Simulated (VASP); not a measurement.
# PbO2 (I4_1/amd) in VASP: notebook

The runs below take PbO2 through single point, relaxation of cell and atoms, with PBE.

Everything below comes from runs of VASP 6.6.1. Logs are shortened: lines on timing, memory, paths and dates and some standing lists are left out, and cuts for length are marked.

### 1 The cell of the first run

It takes space group I4_1/amd (No. 141, tetragonal). The conventional cell has a = 4.070 Å, b = 4.070 Å, c = 11.406 Å, α = 90.00°, β = 90.00°, γ = 90.00°. Within 2.8 Å of Pb (site symmetry -4m2) lie 6 O at 2.12 to 2.25 Å. Within 2.8 Å of O (site symmetry 2mm) lie 3 Pb at 2.12 to 2.25 Å and 2 O at 2.62 Å.

The cell was generated, and may not be a known phase.

### 2 Single point, PBE

Contents of INCAR:

```
ALGO = Normal
EDIFF = 1E-6
ENCUT = 520
GGA = PE
ISIF = 2
ISMEAR = 0
LASPH = T
LCHARG = F
LREAL = F
LWAVE = F
NBANDS = 35
NELM = 80
PREC = Accurate
SIGMA = 0.1
```

Contents of KPOINTS:

```
k-points
0
Gamma
  6 6 6
```

Contents of POSCAR:

```
PbO2
1.0
   -2.0348886800      2.0348886800      5.7032398500
    2.0348886800     -2.0348886800      5.7032398500
    2.0348886800      2.0348886800     -5.7032398500
Pb O
2 4
Direct
    0.0000000000      0.0000000000      0.0000000000
    0.7500000000      0.2500000000      0.5000000000
    0.8026239900      0.8026239900      0.0000000000
    0.9473760100      0.4473760100      0.5000000000
    0.5526239900      0.0526239900      0.5000000000
    0.1973760100      0.1973760100      0.0000000000
```

Potentials or basis: VASP PAW PBE potentials, release 64 (Pb_d, O).

Launch:

```bash
$ cat potpaw_PBE.64/Pb_d/POTCAR potpaw_PBE.64/O/POTCAR > POTCAR
$ mpirun -np 1 vasp_std > vasp.out
```

OUTCAR:

```text
EDIFF = 1E-6
   ENCUT = 520
   GGA = PE
   ISIF = 2
   ISMEAR = 0
   LASPH = T
   LREAL = F
   NELM = 80
   PREC = Accurate

 ion  position               nearest neighbor table
   1  0.000  0.000  0.000-   5 2.12   4 2.12   5 2.12   4 2.12   3 2.25   6 2.25   2 3.50   2 3.50
                             2 3.50   2 3.50
   2  0.750  0.250  0.500-   3 2.12   6 2.12   3 2.12   6 2.12   5 2.25   4 2.25   1 3.50   1 3.50
                             1 3.50   1 3.50
   3  0.803  0.803  0.000-   2 2.12   2 2.12   1 2.25
   4  0.947  0.447  0.500-   1 2.12   1 2.12   2 2.25
   5  0.553  0.053  0.500-   1 2.12   1 2.12   2 2.25
   6  0.197  0.197  0.000-   2 2.12   2 2.12   1 2.25

  LATTYP: Found a body centered tetragonal cell.
 ALAT       =     4.0697773600
 C/A-ratio  =     2.8027281817

  Lattice vectors:

 A1 = (  -2.0348886800,   2.0348886800,   5.7032398500)
 A2 = (   2.0348886800,  -2.0348886800,   5.7032398500)
 A3 = (   2.0348886800,   2.0348886800,  -5.7032398500)

Analysis of symmetry for initial positions (statically):
=====================================================================
 Subroutine PRICEL returns:
 Original cell was already a primitive cell.

 Routine SETGRP: Setting up the symmetry group for a
 body centered tetragonal supercell.

 Subroutine GETGRP returns: Found 16 space group operations
 (whereof  8 operations were pure point group operations)
 out of a pool of 16 trial point group operations.

The static configuration has the point symmetry D_2d.
 The point group associated with its full space group is D_4h.

Analysis of symmetry for dynamics (positions and initial velocities):
=====================================================================
 Subroutine PRICEL returns:
 Original cell was already a primitive cell.

 Routine SETGRP: Setting up the symmetry group for a
 body centered tetragonal supercell.

 Subroutine GETGRP returns: Found 16 space group operations
 (whereof  8 operations were pure point group operations)
 out of a pool of 16 trial point group operations.

The dynamic configuration has the point symmetry D_2d.
 The point group associated with its full space group is D_4h.

 Subroutine INISYM returns: Found 16 space group operations
 (whereof  8 operations are pure point group operations),
 and found     1 'primitive' translations

----------------------------------------------------------------------------------------

                                     Primitive cell

  volume of cell :      94.4633

  direct lattice vectors                    reciprocal lattice vectors
    -2.034888680  2.034888680  5.703239850     0.000000000  0.245713687  0.087669467
     2.034888680 -2.034888680  5.703239850     0.245713687  0.000000000  0.087669467
     2.034888680  2.034888680 -5.703239850     0.245713687  0.245713687  0.000000000

  length of vectors
     6.388152211  6.388152211  6.388152211     0.260885322  0.260885322  0.347491628

  position of ions in fractional coordinates (direct lattice)
     0.000000000  0.000000000  0.000000000
     0.750000000  0.250000000  0.500000000
     0.802623990  0.802623990  0.000000000
     0.947376010  0.447376010  0.500000000
     0.552623990  0.052623990  0.500000000
     0.197376010  0.197376010  0.000000000

  ion indices of the primitive-cell ions
   primitive index   ion index
                 1           1
                 2           2
                 3           3
                 4           4
                 5           5
                 6           6

----------------------------------------------------------------------------------------

 KPOINTS: k-points

Automatic generation of k-mesh.
 Grid dimensions read from file:
 generate k-points for:    6    6    6

 Generating k-lattice:

  Cartesian coordinates                     Fractional coordinates (reciprocal lattice)
     0.000000000  0.040952281  0.014611578     0.166666667 -0.000000000  0.000000000
     0.040952281  0.000000000  0.014611578    -0.000000000  0.166666667  0.000000000
     0.040952281  0.040952281  0.000000000     0.000000000  0.000000000  0.166666667

  Length of vectors
     0.043480887  0.043480887  0.057915271

  Shift w.r.t. Gamma in fractional coordinates (k-lattice)
     0.000000000  0.000000000  0.000000000

 Subroutine IBZKPT returns following result:
 ===========================================

 Found     30 irreducible k-points:

 Following reciprocal coordinates:
            Coordinates               Weight
  0.000000  0.000000  0.000000      1.000000
  0.166667  0.000000  0.000000      8.000000
  0.333333 -0.000000  0.000000      8.000000
  0.500000 -0.000000  0.000000      4.000000
  0.166667  0.166667  0.000000      8.000000
  0.333333  0.166667  0.000000     16.000000
[... 16 lines left out ...]
 -0.333333 -0.333333  0.166667      8.000000
 -0.166667 -0.333333  0.166667      8.000000
 [... further k-points ...]
   k-points           NKPTS =     30   k-points in BZ     NKDIM =     30   number of bands    NBANDS=     35
   number of dos      NEDOS =    301   number of ions     NIONS =      6
   total plane-waves  NPLWV = 110592
   dimension x,y,z NGX =    48 NGY =   48 NGZ =   48
   dimension x,y,z NGXF=    96 NGYF=   96 NGZF=   96
   ions per type =               2   4
   NGX,Y,Z   is equivalent  to a cutoff of  12.49, 12.49, 12.49 a.u.
   NGXF,Y,Z  is equivalent  to a cutoff of  24.98, 24.98, 24.98 a.u.
 SYSTEM =  unknown system
   PREC   = accura    normal or accurate (medium, high low for compatibility)
   ISTART =      0    job   : 0-new  1-cont  2-samecut
   ICHARG =      2    charge: 1-file 2-atom 10-const
   ISPIN  =      1    spin polarized calculation?
   LNONCOLLINEAR =      F non collinear calculations
   LSORBIT =      F    spin-orbit coupling
   LASPH  =      T    aspherical Exc in radial PAW
   ENCUT  =  520.0 eV  38.22 Ry    6.18 a.u.  11.88 11.88 11.88*2*pi/ulx,y,z
   NELM   =     80;   NELMIN=  2; NELMDL= -5     # of ELM steps
   EDIFF  = 0.1E-05   stopping-criterion for ELM
   LREAL  =      F    real-space projection
   EDIFFG = 0.1E-04   stopping-criterion for IOM
   NSW    =      0    number of steps for IOM
   IBRION =     -1    ionic relax: 0-MD 1-quasi-New 2-CG
   NFREE  =      0    steps in history (QN), initial steepest desc. (CG)
   ISIF   =      2    stress and relaxation
   ISYM   =      2    0-nonsym 1-usesym 2-fastsym
   POTIM  = 0.5000    time-step for ionic-motion
   TEBEG  =    0.0;   TEEND  =   0.0 temperature during run
   PSTRESS=    0.0 pullay stress
   NELECT =      52.0000    total number of electrons
   NUPDOWN=      -1.0000    fix difference up-down
   EMIN   =  10.00;   EMAX   =-10.00  energy-range for DOS
   EFERMI =   0.00;   METHOD = LEGACY
   ISMEAR =     0;   SIGMA  =   0.10  broadening in eV -4-tet -1-fermi 0-gaus
   EFERMI_NEDOS =   21; number of points for ismear=-14 and -15
   IALGO  =     38    algorithm
   IMIX   =      4    mixing-type and parameters
     AMIX     =   0.40;   BMIX     =  1.00
     AMIX_MAG =   1.60;   BMIX_MAG =  1.00
  volume/ion in A,a.u.               =      15.74       106.24
  Fermi-wavevector in a.u.,A,eV,Ry     =   1.341699  2.535443 24.492597  1.800155
  Thomas-Fermi vector in A             =   2.469911
   LORBIT       =      0    0 simple, 1 ext, 2 COOP (PROOUT), +10 PAW based schemes
   GGA     = PE    functional components
   LHFCALC =     F    Hartree Fock is set to
   AEXX    =    0.0000 exact exchange contribution
   IVDW    =     0    specifies the selected vdW correction
   LEPSILON=     F    determine dielectric tensor
   LRPA    =     F    only Hartree local field effects (RPA)
 non-spin polarized calculation
 Gauss-broadening in eV      SIGMA  =   0.10
  energy-cutoff  :      520.00
  volume of cell :       94.46
 maximum number of plane-waves:      2576
   NGX = 23   NGY = 23   NGZ = 23

 number of electron      52.0000007 magnetization

 Free energy of the ion-electron system (eV)
  ---------------------------------------------------
  ext. energy  EPLUGINS =         0.00000000
  ---------------------------------------------------
  free energy    TOTEN  =       -31.34385508 eV

  energy without entropy =      -31.34230714  energy(sigma->0) =      -31.34308111

 E-fermi :   2.9979     XC(G=0):  -9.8117

 val. band max:        2.8894074942   @ k =  -0.3333   0.3333   0.0000
 cond. band min:       3.2234759771   @ k =  -0.1667  -0.1667   0.1667
 fundamental gap:      0.3340684828
 Fermi energy:         2.9978601771

 k-point     1 :       0.0000    0.0000    0.0000
  band No.  band energies     occupation
      1     -15.1215      2.00000
      2     -15.0374      2.00000
      3     -14.7074      2.00000
      4     -14.5964      2.00000
      5     -12.2333      2.00000
      6     -12.1565      2.00000
[... 27 lines left out ...]
     34      14.4871      0.00000
     35      14.4914      0.00000

 k-point     2 :       0.1667    0.0000    0.0000
  band No.  band energies     occupation
      1     -15.0866      2.00000
      2     -14.9186      2.00000
      3     -14.6676      2.00000
      4     -14.4990      2.00000
      5     -12.2233      2.00000
      6     -12.1639      2.00000
[... 27 lines left out ...]
     34      13.9151      0.00000
     35      14.1839      0.00000

 k-point     3 :       0.3333   -0.0000    0.0000
  band No.  band energies     occupation
      1     -15.0740      2.00000
      2     -14.7197      2.00000
      3     -14.4687      2.00000
      4     -14.2446      2.00000
      5     -12.1799      2.00000
      6     -12.1774      2.00000
[... 27 lines left out ...]
     34      13.7655      0.00000
     35      14.1923      0.00000

 k-point     4 :       0.5000   -0.0000    0.0000
  band No.  band energies     occupation
      1     -15.0698      2.00000
      2     -14.7016      2.00000
      3     -14.2128      2.00000
      4     -14.1336      2.00000
      5     -12.1836      2.00000
      6     -12.1219      2.00000
[... 27 lines left out ...]
     34      13.7838      0.00000
     35      14.9574      0.00000

 k-point     5 :       0.1667    0.1667    0.0000
  band No.  band energies     occupation
      1     -14.9645      2.00000
      2     -14.9027      2.00000
      3     -14.5649      2.00000
      4     -14.4338      2.00000
      5     -12.2289      2.00000
      6     -12.1726      2.00000
[... 638 lines left out ...]
 k-point    22 :      -0.1667    0.5000    0.1667
  band No.  band energies     occupation
      1     -15.0799      2.00000
      2     -14.7695      2.00000
      3     -14.3743      2.00000
      4     -14.2328      2.00000
      5     -12.1915      2.00000
      6     -12.1780      2.00000
[... 27 lines left out ...]
     34      13.8454      0.00000
     35      14.3623      0.00000

 k-point    23 :      -0.3333   -0.3333    0.1667
  band No.  band energies     occupation
      1     -14.9753      2.00000
      2     -14.9471      2.00000
      3     -14.4766      2.00000
      4     -14.4027      2.00000
      5     -12.2177      2.00000
      6     -12.1707      2.00000
[... 27 lines left out ...]
     34      14.0370      0.00000
     35      14.9873      0.00000

 k-point    24 :      -0.1667   -0.3333    0.1667
  band No.  band energies     occupation
      1     -15.0959      2.00000
      2     -14.9619      2.00000
      3     -14.5904      2.00000
      4     -14.4686      2.00000
      5     -12.2004      2.00000
      6     -12.1866      2.00000
[... 27 lines left out ...]
     34      13.9434      0.00000
     35      14.2521      0.00000

 [... further k-points ...]

------------------------ aborting loop because EDIFF is reached ----------------------------------------

  FORCE on cell =-STRESS in cart. coord.  units (eV):
  Direction    XX          YY          ZZ          XY          YZ          ZX
  --------------------------------------------------------------------------------------
  -------------------------------------------------------------------------------------
  Total        5.7313828      5.7313828      2.8410306      0.0000000     -0.0000000      0.0000000
  in kB       97.2091307     97.2091307     48.1862978      0.0000000     -0.0000000      0.0000000
  external PRESSURE =      80.8681864 kB  Pullay stress =       0.0000000 kB

 VOLUME and BASIS-vectors are now :
 -----------------------------------------------------------------------------
  energy-cutoff  :      520.00
  volume of cell :       94.46
      direct lattice vectors                 reciprocal lattice vectors
    -2.034888680  2.034888680  5.703239850     0.000000000  0.245713687  0.087669467
     2.034888680 -2.034888680  5.703239850     0.245713687  0.000000000  0.087669467
     2.034888680  2.034888680 -5.703239850     0.245713687  0.245713687  0.000000000

 POSITION                                       TOTAL-FORCE (eV/Angst)
 -----------------------------------------------------------------------------------
      0.00000      0.00000      0.00000        -0.000000     -0.000000      0.000000
      0.00000      2.03489      2.85162        -0.000000     -0.000000      0.000000
      0.00000      0.00000      9.15511         0.000000      0.000000      0.096664
      0.00000      2.03489      5.10299         0.000000      0.000000     -0.096664
      0.00000      2.03489      0.60025         0.000000      0.000000      0.096664
      0.00000      0.00000      2.25137        -0.000000     -0.000000     -0.096664
 -----------------------------------------------------------------------------------
    total drift:                               -0.000000     -0.000000      0.000000

  FREE ENERGIE OF THE ION-ELECTRON SYSTEM (eV)
  ---------------------------------------------------
  free  energy   TOTEN  =       -31.3438550751 eV

  energy  without entropy=      -31.3423071414  energy(sigma->0) =      -31.34308111
```

It took 1.9 min on 1 thread of Intel Xeon 6975P-C (Granite Rapids), shared host; peak memory 0.35 GiB.

Results:

* Free energy: -31.3439 eV
* Pressure: 8.1 GPa
* Largest force: 0.097 eV/Å
* Band gap on the k mesh: zero (bands 26 and 27 overlap by 0.33 eV)

Forces in eV/Å, atoms in the order of the input:
```
Pb   0.000  0.000  0.000
Pb   0.000  0.000  0.000
O    0.000  0.000  0.097
O    0.000  0.000 -0.097
O    0.000  0.000  0.097
O    0.000  0.000 -0.097
```

Caveat: the cell stands under pressure; semilocal functionals underestimate gaps, and a narrow one can read as zero; spin-orbit coupling is left out, which moves the levels of the heavy elements.

### 3 Single point, PBE

This run uses another cell than the first one, of 16.79 Å³/atom.

Contents of INCAR:

```
ALGO = Normal
EDIFF = 1E-6
ENCUT = 520
GGA = PE
ISIF = 2
ISMEAR = 0
LASPH = True
LCHARG = False
LREAL = False
LWAVE = False
NBANDS = 35
NELM = 80
PREC = Accurate
SIGMA = 0.1
```

KPOINTS is that of step 2.

Contents of POSCAR:

```
PbO2
1.0
   -2.1441606509      2.1441606509      5.4788246948
    2.1441606509     -2.1441606509      5.4788246948
    2.1441606509      2.1441606509     -5.4788246948
Pb O
2 4
Direct
    0.0000000000      0.0000000000      0.0000000000
    0.7500000000      0.2500000000      0.5000000000
    0.7993709148      0.7993709148      0.0000000000
    0.9506290852      0.4506290852      0.5000000000
    0.5493709148      0.0493709148      0.5000000000
    0.2006290852      0.2006290852      0.0000000000
```

Potentials or basis: VASP PAW PBE potentials, release 64 (Pb_d, O).

Launch:

```bash
$ cat potpaw_PBE.64/Pb_d/POTCAR potpaw_PBE.64/O/POTCAR > POTCAR
$ mpirun -np 1 vasp_std > vasp.out
```

OUTCAR:

```text
EDIFF = 1E-6
   ENCUT = 520
   GGA = PE
   ISIF = 2
   ISMEAR = 0
   LASPH = True
   LREAL = False
   NELM = 80
   PREC = Accurate

 ion  position               nearest neighbor table
   1  0.000  0.000  0.000-   3 2.20   6 2.20   4 2.21   5 2.21   5 2.21   4 2.21   2 3.48   2 3.48
                             2 3.48   2 3.48
   2  0.750  0.250  0.500-   4 2.20   5 2.20   3 2.21   6 2.21   3 2.21   6 2.21   1 3.48   1 3.48
                             1 3.48   1 3.48
[... 1126 lines left out ...]
  -------------------------------------------------------------------------------------
  Total        0.1772793      0.1772793      0.1573797      0.0000000     -0.0000000      0.0000000
  in kB        2.8190753      2.8190753      2.5026334      0.0000000     -0.0000000      0.0000000
  external PRESSURE =       2.7135946 kB  Pullay stress =       0.0000000 kB

 VOLUME and BASIS-vectors are now :
 -----------------------------------------------------------------------------
  energy-cutoff  :      520.00
  volume of cell :      100.75
      direct lattice vectors                 reciprocal lattice vectors
    -2.144160651  2.144160651  5.478824695     0.000000000  0.233191482  0.091260449
     2.144160651 -2.144160651  5.478824695     0.233191482  0.000000000  0.091260449
     2.144160651  2.144160651 -5.478824695     0.233191482  0.233191482  0.000000000

 POSITION                                       TOTAL-FORCE (eV/Angst)
 -----------------------------------------------------------------------------------
      0.00000      0.00000      0.00000        -0.000000     -0.000000      0.000000
      0.00000      2.14416      2.73941        -0.000000     -0.000000      0.000000
      0.00000      0.00000      8.75923        -0.000000      0.000000     -0.017848
      0.00000      2.14416      4.93784         0.000000     -0.000000      0.017848
      0.00000      2.14416      0.54099         0.000000     -0.000000     -0.017848
      0.00000      0.00000      2.19842        -0.000000      0.000000      0.017848
 -----------------------------------------------------------------------------------
    total drift:                                0.000000      0.000000     -0.000000

  FREE ENERGIE OF THE ION-ELECTRON SYSTEM (eV)
  ---------------------------------------------------
  free  energy   TOTEN  =       -31.5803115161 eV

  energy  without entropy=      -31.5787086734  energy(sigma->0) =      -31.57951009
```

Run time: 1.8 min. Hardware: 1 thread of Intel Xeon 6975P-C (Granite Rapids), shared host; peak memory 0.35 GiB.

What came out:

```yaml
Free_energy: -31.5803 eV
Pressure: 0.3 GPa
Largest_force: 0.018 eV/Å
Band_gap_on_the_k_mesh: zero (bands 26 and 27 overlap by 0.21 eV)
```

Forces in eV/Å, atoms in the order of the input:
```
Pb   0.000  0.000  0.000
Pb   0.000  0.000  0.000
O    0.000  0.000 -0.018
O    0.000  0.000  0.018
O    0.000  0.000 -0.018
O    0.000  0.000  0.018
```

Levels at points of the mesh, in eV from the Fermi level:
```tsv
k point	band 23	band 24	band 25	band 26	band 27	band 28	band 29	band 30
(0.00, 0.00, 0.00)	-0.62	-0.62	-0.38	-0.38	-0.33	3.03	8.28	8.71
(0.50, 0.00, 0.00)	-0.58	-0.56	-0.46	-0.29	2.39	3.50	6.88	7.43
(0.50, 0.50, 0.00)	-0.60	-0.60	-0.15	-0.15	4.24	4.24	6.74	6.74
(0.50, 0.50, 0.50)	-0.80	-0.80	-0.32	-0.32	1.88	1.88	7.05	7.05
```

Caveat: semilocal functionals underestimate gaps, and a narrow one can read as zero; spin-orbit coupling is left out, which moves the levels of the heavy elements.

[end of part 1 of 2]

The gap in the log of VASP goes by the Fermi energy; the results here count the filled bands.